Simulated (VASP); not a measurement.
# BN (P6_3/mmc) in VASP: further runs, part 2 of 4

VASP 6.6.1. Earlier steps stand in the parts before.

**4. Single point, PBEsol (volume 9.547 Å^3 an atom, c/a of the conventional cell 3.1694)**

The input, INCAR:

```
SYSTEM = BN
PREC     = Accurate       ! precision mode
ENCUT    = 520            ! plane-wave cutoff, eV
EDIFF    = 1E-6           ! SCF threshold, eV
ISMEAR   = 0              ! smearing method
SIGMA    = 0.05           ! smearing width, eV
LREAL    = .FALSE.        ! projectors in reciprocal space
LASPH    = .TRUE.         ! aspherical terms in the spheres
NELM     = 60             ! most SCF steps
ALGO     = Normal         ! electronic algorithm
ISIF     = 2              ! what is computed and relaxed
LWAVE    = .FALSE.        ! write WAVECAR
LCHARG   = .FALSE.        ! write CHGCAR
GGA      = PS             ! functional
NBANDS   = 16             ! bands
```

The input, KPOINTS:

```
Automatic mesh
0
G
  12 12 4
  0 0 0
```

The input, POSCAR:

```
BN
1.0
    2.4051422888      0.0000000000      0.0000000000
   -1.2025711444      2.0829143218      0.0000000000
    0.0000000000      0.0000000000      7.6228579700
B N
2 2
Direct
    0.3333333333      0.6666666667      0.2500000000
    0.6666666667      0.3333333333      0.7500000000
    0.3333333333      0.6666666667      0.7500000000
    0.6666666667      0.3333333333      0.2500000000
```

Potentials or basis: VASP PAW PBE potentials, release 64 (B, N).

On the command line:

```
cat potpaw_PBE.64/B/POTCAR potpaw_PBE.64/N/POTCAR > POTCAR
mpirun -np 1 vasp_std > vasp.out
```

OUTCAR:

```text
SYSTEM = BN
   PREC = Accurate
   ENCUT = 520
   EDIFF = 1E-6
   ISMEAR = 0
   LREAL = .FALSE.
   LASPH = .TRUE.
   NELM = 60
   ISIF = 2
   GGA = PS

 ion  position               nearest neighbor table
   1  0.333  0.667  0.250-   4 1.39   4 1.39   4 1.39
   2  0.667  0.333  0.750-   3 1.39   3 1.39   3 1.39
   3  0.333  0.667  0.750-   2 1.39   2 1.39   2 1.39
   4  0.667  0.333  0.250-   1 1.39   1 1.39   1 1.39

  LATTYP: Found a hexagonal cell.
 ALAT       =     2.4051422888
 C/A-ratio  =     3.1693999999

  Lattice vectors:

 A1 = (   2.4051422888,   0.0000000000,   0.0000000000)
 A2 = (  -1.2025711444,   2.0829143218,   0.0000000000)
 A3 = (   0.0000000000,   0.0000000000,   7.6228579700)

Analysis of symmetry for initial positions (statically):
=====================================================================
 Subroutine PRICEL returns:
 Original cell was already a primitive cell.

 Routine SETGRP: Setting up the symmetry group for a
 hexagonal supercell.

 Subroutine GETGRP returns: Found 24 space group operations
 (whereof 12 operations were pure point group operations)
 out of a pool of 24 trial point group operations.

The static configuration has the point symmetry D_3d.
 The point group associated with its full space group is D_6h.

Analysis of symmetry for dynamics (positions and initial velocities):
=====================================================================
 Subroutine PRICEL returns:
 Original cell was already a primitive cell.

 Routine SETGRP: Setting up the symmetry group for a
 hexagonal supercell.

 Subroutine GETGRP returns: Found 24 space group operations
 (whereof 12 operations were pure point group operations)
 out of a pool of 24 trial point group operations.

The dynamic configuration has the point symmetry D_3d.
 The point group associated with its full space group is D_6h.

 Subroutine INISYM returns: Found 24 space group operations
 (whereof 12 operations are pure point group operations),
 and found     1 'primitive' translations

----------------------------------------------------------------------------------------

                                     Primitive cell

  volume of cell :      38.1883

  direct lattice vectors                    reciprocal lattice vectors
     2.405142289  0.000000000  0.000000000     0.415775817  0.240048280  0.000000000
    -1.202571144  2.082914322  0.000000000     0.000000000  0.480096560  0.000000000
     0.000000000  0.000000000  7.622857970     0.000000000  0.000000000  0.131184394

  length of vectors
     2.405142289  2.405142289  7.622857970     0.480096560  0.480096560  0.131184394

  position of ions in fractional coordinates (direct lattice)
     0.333333333  0.666666667  0.250000000
     0.666666667  0.333333333  0.750000000
     0.333333333  0.666666667  0.750000000
     0.666666667  0.333333333  0.250000000

  ion indices of the primitive-cell ions
   primitive index   ion index
                 1           1
                 2           2
                 3           3
                 4           4

----------------------------------------------------------------------------------------

 KPOINTS: Automatic mesh

[... 24 lines left out ...]
  0.000000  0.000000  0.000000      1.000000
  0.083333  0.000000  0.000000      6.000000
  0.166667  0.000000  0.000000      6.000000
  0.250000  0.000000  0.000000      6.000000
  0.333333  0.000000  0.000000      6.000000
  0.416667  0.000000  0.000000      6.000000
[... 16 lines left out ...]
  0.250000  0.000000  0.250000     12.000000
  0.333333  0.000000  0.250000     12.000000
 [... further k-points ...]
   k-points           NKPTS =     57   k-points in BZ     NKDIM =     57   number of bands    NBANDS=     16
   number of dos      NEDOS =    301   number of ions     NIONS =      4
   total plane-waves  NPLWV =  19440
   dimension x,y,z NGX =    18 NGY =   18 NGZ =   60
   dimension x,y,z NGXF=    36 NGYF=   36 NGZF=  120
   ions per type =               2   2
   NGX,Y,Z   is equivalent  to a cutoff of  12.44, 12.44, 13.09 a.u.
   NGXF,Y,Z  is equivalent  to a cutoff of  24.88, 24.88, 26.17 a.u.
 SYSTEM =  BN
   PREC   = accura    normal or accurate (medium, high low for compatibility)
   ISTART =      0    job   : 0-new  1-cont  2-samecut
   ICHARG =      2    charge: 1-file 2-atom 10-const
   ISPIN  =      1    spin polarized calculation?
   LNONCOLLINEAR =      F non collinear calculations
   LSORBIT =      F    spin-orbit coupling
   LASPH  =      T    aspherical Exc in radial PAW
   ENCUT  =  520.0 eV  38.22 Ry    6.18 a.u.   4.47  4.47 14.17*2*pi/ulx,y,z
   NELM   =     60;   NELMIN=  2; NELMDL= -5     # of ELM steps
   EDIFF  = 0.1E-05   stopping-criterion for ELM
   LREAL  =      F    real-space projection
   EDIFFG = 0.1E-04   stopping-criterion for IOM
   NSW    =      0    number of steps for IOM
   IBRION =     -1    ionic relax: 0-MD 1-quasi-New 2-CG
   NFREE  =      0    steps in history (QN), initial steepest desc. (CG)
   ISIF   =      2    stress and relaxation
   ISYM   =      2    0-nonsym 1-usesym 2-fastsym
   POTIM  = 0.5000    time-step for ionic-motion
   TEBEG  =    0.0;   TEEND  =   0.0 temperature during run
   PSTRESS=    0.0 pullay stress
   NELECT =      16.0000    total number of electrons
   NUPDOWN=      -1.0000    fix difference up-down
   EMIN   =  10.00;   EMAX   =-10.00  energy-range for DOS
   EFERMI =   0.00;   METHOD = LEGACY
   ISMEAR =     0;   SIGMA  =   0.05  broadening in eV -4-tet -1-fermi 0-gaus
   EFERMI_NEDOS =   21; number of points for ismear=-14 and -15
   IALGO  =     38    algorithm
   IMIX   =      4    mixing-type and parameters
     AMIX     =   0.40;   BMIX     =  1.00
     AMIX_MAG =   1.60;   BMIX_MAG =  1.00
  volume/ion in A,a.u.               =       9.55        64.43
  Fermi-wavevector in a.u.,A,eV,Ry     =   1.225006  2.314925 20.417437  1.500639
  Thomas-Fermi vector in A             =   2.360060
   LORBIT       =      0    0 simple, 1 ext, 2 COOP (PROOUT), +10 PAW based schemes
   GGA     = PS    functional components
   LHFCALC =     F    Hartree Fock is set to
   AEXX    =    0.0000 exact exchange contribution
   IVDW    =     0    specifies the selected vdW correction
   LEPSILON=     F    determine dielectric tensor
   LRPA    =     F    only Hartree local field effects (RPA)
 non-spin polarized calculation
 Gauss-broadening in eV      SIGMA  =   0.05
  energy-cutoff  :      520.00
  volume of cell :       38.19
 maximum number of plane-waves:      1055
 NGX is ok and might be reduce to    18
   NGX =  9   NGY =  9   NGZ = 29

 number of electron      16.0000006 magnetization

 Free energy of the ion-electron system (eV)
  ---------------------------------------------------
  ext. energy  EPLUGINS =         0.00000000
  ---------------------------------------------------
  free energy    TOTEN  =       -36.13150037 eV

  energy without entropy =      -36.13150037  energy(sigma->0) =      -36.13150037

 E-fermi :   1.9595     XC(G=0):  -9.5731

 val. band max:        1.6566788354   @ k =   0.3333   0.3333   0.5000
 cond. band min:       6.0319446070   @ k =   0.0000   0.0000   0.0000
 fundamental gap:      4.3752657716
 Fermi energy:         1.9595471718

 k-point     1 :       0.0000    0.0000    0.0000
  band No.  band energies     occupation
      1     -16.7532      2.00000
      2     -16.6614      2.00000
      3      -4.7736      2.00000
      4      -3.7869      2.00000
      5       0.5034      2.00000
      6       0.5034      2.00000
[... 433 lines left out ...]
      3      -5.4724      2.00000
      4      -5.4619      2.00000
      5      -2.0357      2.00000
      6      -2.0272      2.00000
[... 8 lines left out ...]
     15      18.7207      0.00000
     16      20.5486      0.00000

 [... further k-points ...]

------------------------ aborting loop because EDIFF is reached ----------------------------------------

  FORCE on cell =-STRESS in cart. coord.  units (eV):
  Direction    XX          YY          ZZ          XY          YZ          ZX
  --------------------------------------------------------------------------------------
  -------------------------------------------------------------------------------------
  Total       10.9287249     10.9287249     -0.1065525      0.0000000     -0.0000000      0.0000000
  in kB      458.5113247    458.5113247     -4.4703779      0.0000000     -0.0000000      0.0000000
  external PRESSURE =     304.1840905 kB  Pullay stress =       0.0000000 kB

 VOLUME and BASIS-vectors are now :
 -----------------------------------------------------------------------------
  energy-cutoff  :      520.00
  volume of cell :       38.19
      direct lattice vectors                 reciprocal lattice vectors
     2.405142289  0.000000000  0.000000000     0.415775817  0.240048280  0.000000000
    -1.202571144  2.082914322  0.000000000     0.000000000  0.480096560  0.000000000
     0.000000000  0.000000000  7.622857970     0.000000000  0.000000000  0.131184394

 POSITION                                       TOTAL-FORCE (eV/Angst)
 -----------------------------------------------------------------------------------
     -0.00000      1.38861      1.90571         0.000000      0.000000      0.000000
      1.20257      0.69430      5.71714        -0.000000      0.000000      0.000000
     -0.00000      1.38861      5.71714         0.000000     -0.000000      0.000000
      1.20257      0.69430      1.90571         0.000000     -0.000000      0.000000
 -----------------------------------------------------------------------------------
    total drift:                               -0.000000      0.000000      0.000000

  FREE ENERGIE OF THE ION-ELECTRON SYSTEM (eV)
  ---------------------------------------------------
  free  energy   TOTEN  =       -36.1315003683 eV

  energy  without entropy=      -36.1315003683  energy(sigma->0) =      -36.13150037
```

It took 13 s on 1 thread of Intel Xeon 6975P-C (Granite Rapids), shared host; peak memory 0.16 GiB.

What came out:

| Quantity | Value |
| --- | --- |
| Free energy | -36.1315 eV |
| Pressure | 30.4 GPa |
| Band gap on the k mesh | 4.38 eV, indirect (least direct gap 4.91 eV) |

Caveat: the PAW data sets were made with another functional, which shifts forces and pressure a little; this functional lacks dispersion, which binds the layers, so the pressure and a relaxed spacing across them are unreliable.

[end of part 2 of 4]
